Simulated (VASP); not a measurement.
**VO2: single point with PBEsol**

VO2:

```xyz
6
Lattice="4.5410 0.0000 0.0000 0.0000 4.5410 0.0000 0.0000 0.0000 2.7912" Properties=species:S:1:pos:R:3 pbc="T T T"
V     0.0000    0.0000    0.0000
V     2.2705    2.2705    1.3956
O     1.3544    1.3544    0.0000
O     3.1865    3.1865    0.0000
O     3.6249    0.9160    1.3956
O     0.9160    3.6249    1.3956
```

```json
{
 "Program": "VASP 6.6.1",
 "Task": "single point",
 "Functional": "PBEsol",
 "Potentials or basis": "VASP PAW PBE potentials, release 64 (V_sv, O)",
 "Cutoff": "600 eV",
 "k mesh": "4 × 4 × 6",
 "Occupations": "gaussian, width 0.1 eV",
 "Spin": "collinear spin, ferromagnetic start",
 "Starting moments": "[-0.94, -0.94, 0.0, 0.0, 0.0, 0.0] μB",
 "Dipole correction": "no",
 "Further INCAR settings": "ALGO = Normal; EDIFF = 1e-06; NBANDS = 38"
}
```

| Quantity | Value |
| --- | --- |
| Pressure | 0.5 GPa |
| Largest force | 0.025 eV/Å |
| Net moment | -1.85 μB per cell |
| Site moments | V -0.95; O +0.04 μB |
| Valence electrons inside the program's atomic spheres | V 11.63; O 5.04 |

Forces in eV/Å, atoms in the order of the input:
```
V    0.000  0.000  0.000
V    0.000  0.000  0.000
O   -0.017 -0.017  0.000
O    0.017  0.017  0.000
O   -0.017  0.017  0.000
O    0.017 -0.017  0.000
```

Stress tensor (GPa, compression positive):
```
0.38 0.00 0.00
0.00 0.38 0.00
0.00 0.00 0.68
```

Levels at points of the mesh, in eV from the Fermi level:
Spin up:
| k point | band 21 | band 22 | band 23 | band 24 | band 25 | band 26 | band 27 | band 28 |
| --- | --- | --- | --- | --- | --- | --- | --- | --- |
| (0.00, 0.00, 0.00) | -2.19 | -2.13 | -2.13 | -1.58 | -0.06 | -0.04 | 0.67 | 0.79 |
| (0.50, 0.00, 0.00) | -3.20 | -3.20 | -2.38 | -2.38 | 0.58 | 0.58 | 1.39 | 1.39 |
| (0.50, 0.50, 0.00) | -2.98 | -2.98 | -2.83 | -2.83 | -0.12 | -0.12 | 0.81 | 0.81 |
| (0.00, 0.00, 0.50) | -4.15 | -4.15 | -3.24 | -3.24 | 1.31 | 1.31 | 1.76 | 1.76 |
| (0.50, 0.00, 0.50) | -3.81 | -3.81 | -2.75 | -2.75 | 0.12 | 0.12 | 1.73 | 1.73 |
| (0.50, 0.50, 0.50) | -3.05 | -3.05 | -2.35 | -2.35 | 0.95 | 0.95 | 1.29 | 1.29 |
Spin down:
```
           k point  band 24  band 25  band 26  band 27  band 28  band 29
(0.00, 0.00, 0.00)    -1.61    -1.08    -0.91    -0.30    -0.30    -0.26
(0.50, 0.00, 0.00)    -2.34    -0.36    -0.36     0.38     0.38     1.03
(0.50, 0.50, 0.00)    -2.80    -1.08    -1.08    -0.28    -0.28     1.46
(0.00, 0.00, 0.50)    -3.29     0.43     0.43     0.74     0.74     1.05
(0.50, 0.00, 0.50)    -2.68    -0.90    -0.90     0.71     0.71     1.36
(0.50, 0.50, 0.50)    -2.35     0.09     0.09     0.42     0.42     0.73
```

Run time: 95 s on 1 thread of Intel(R) Xeon(R) Platinum 8488C (Sapphire Rapids) (shared host), peak memory 0.25 GiB.

Caveat: the k points lie up to 0.38 Å⁻¹ apart; the PAW data sets were made with another functional, which shifts forces and pressure a little; semilocal functionals often make such compounds metallic where correlation or magnetic order opens a gap, which also shifts bond lengths. With open d or f shells a metallic result of PBEsol can be an artefact of self-interaction; +U or a hybrid may open a gap.
